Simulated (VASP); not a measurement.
Wanted: the native input for a VASP 6.6.1 run.

- Task: electric field gradients
- Functional: PBEsol
- Potentials or basis: VASP PAW PBE potentials, release 64 (Mg)
- Cutoff: 520 eV
- k mesh: 16 × 16 × 16
- Occupations: fermi-dirac, width 0.05 eV
- Spin: no spin polarisation
- Dipole correction: no
- Further INCAR settings: ALGO = Normal; EDIFF = 1e-08; NBANDS = 7

The structure of Mg lies in POSCAR:

```
Mg
1.0
   -1.4322050000      1.4322050000      1.4765000000
    1.4322050000     -1.4322050000      1.4765000000
    1.4322050000      1.4322050000     -1.4765000000
Mg
1
Direct
    0.0000000000      0.0000000000      0.0000000000
```

This cell differs from its parent crystal: equal xx and yy strain of -3 %.

The input as run:

INCAR

```
PREC = Accurate
ENCUT = 520
EDIFF = 1E-8
ISMEAR = -1
SIGMA = 0.05
LREAL = False
LASPH = True
NELM = 60
ALGO = Normal
ISIF = 2
LWAVE = False
LCHARG = False
GGA = PS
LEFG = True
NBANDS = 7
```

KPOINTS

```
regular mesh
0
Gamma
  16 16 16
```

Potentials or basis: VASP PAW PBE potentials, release 64 (Mg).

Launch:

```sh
$ cat potpaw_PBE.64/Mg/POTCAR > POTCAR
$ mpirun -np 1 vasp_std > vasp.out
```

It gave:

The pressure is 76.8 GPa and the band gap on the k mesh is zero (bands 1 and 2 overlap by 4.62 eV). The largest electric field gradient by atom is Mg +2.0 V/Å².

Caveat: the cell differs from its parent crystal (equal xx and yy strain of -3 %); the cell stands under pressure; without QUAD_EFG the Cq values of the log hold for a quadrupole moment of 1 mb, not for the nuclei; the PAW data sets were made with another functional, which shifts forces and pressure a little.

Run time: 13 s on 1 thread of Intel(R) Xeon(R) Platinum 8375C CPU @ 2.90GHz (Ice Lake) (shared host), peak memory 0.15 GiB.
